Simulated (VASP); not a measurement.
## SnSe: single point with PBE+D3(BJ)

SnSe:

```
CELL_PARAMETERS angstrom
4.22201 4.22201 0.00000
4.22201 -4.22201 0.00000
0.00000 0.00000 -5.97110
ATOMIC_POSITIONS crystal
Sn 0.75543 0.76389 0.74501
Sn 0.25543 0.26389 0.74501
Sn 0.25543 0.76389 0.24519
Sn 0.75543 0.26389 0.24519
Se 0.25543 0.26389 0.24516
Se 0.71201 0.65274 0.28439
Se 0.75543 0.26389 0.74503
Se 0.25543 0.76389 0.74503
```

This cell differs from its parent crystal: atom 6 moved 0.75 Å.

```
Program                : VASP 6.6.1
Task                   : single point
Functional             : PBE
Dispersion             : D3(BJ)
Potentials or basis    : VASP PAW PBE potentials, release 64 (Sn_d, Se)
Cutoff                 : 520 eV
k mesh                 : 4 × 4 × 4
Occupations            : gaussian, width 0.03 eV
Spin                   : no spin polarisation
Dipole correction      : no
Further INCAR settings : ALGO = Normal; EDIFF = 1e-06; NBANDS = 50
```

```json
{
  "Pressure": "2.9 GPa",
  "Largest force": "4.328 eV/Å",
  "Band gap on the k mesh": "0.39 eV",
  "Dispersion energy per atom": "-0.362 eV"
}
```

Forces in eV/Å, atoms in the order of the input:
```
Sn  -0.052  0.014 -0.302
Sn   0.021 -0.004  0.010
Sn  -0.277 -0.230 -0.018
Sn  -2.442  2.953  0.328
Se  -0.313  0.003 -0.006
Se   3.250 -2.849  0.229
Se  -0.155  0.143 -0.198
Se  -0.033 -0.030 -0.043
```

Stress tensor (GPa, compression positive):
```
 3.89 -3.14 -0.01
-3.14  4.06  0.09
-0.01  0.09  0.68
```

Levels at points of the mesh, in eV from the valence-band top:
```tsv
k point	band 37	band 38	band 39	band 40	band 41	band 42	band 43	band 44
(0.00, 0.00, 0.00)	-3.32	-2.19	-2.11	-1.97	2.22	2.45	2.95	4.17
(0.50, 0.00, 0.00)	-2.08	-1.51	-0.84	-0.65	1.37	1.54	2.05	2.38
(0.00, 0.50, 0.00)	-2.17	-1.45	-0.76	-0.44	1.14	1.39	1.94	2.84
(0.50, 0.50, 0.00)	-1.17	-0.68	-0.34	-0.08	0.59	0.76	1.30	1.62
(0.00, 0.00, 0.50)	-2.08	-1.51	-0.84	-0.65	1.38	1.55	2.05	2.38
(0.50, 0.00, 0.50)	-1.07	-0.86	-0.50	-0.20	1.06	1.16	1.25	1.52
(0.00, 0.50, 0.50)	-1.17	-0.69	-0.33	-0.08	0.60	0.77	1.31	1.62
(0.50, 0.50, 0.50)	-0.29	-0.18	-0.06	-0.01	0.55	0.62	0.68	0.72
```

Run time: 6.6 min on 1 thread of Intel(R) Xeon(R) Platinum 8124M CPU @ 3.00GHz (Skylake/Cascade Lake), on a shared host, peak memory 0.51 GiB.

Caveat: the cell differs from its parent crystal (atom 6 moved 0.75 Å); spin-orbit coupling is left out, which moves the levels of the heavy elements; forces of over 1 eV/Å act on the atoms, so gaps and moduli don't describe the material at rest. A k mesh can miss the band edges.
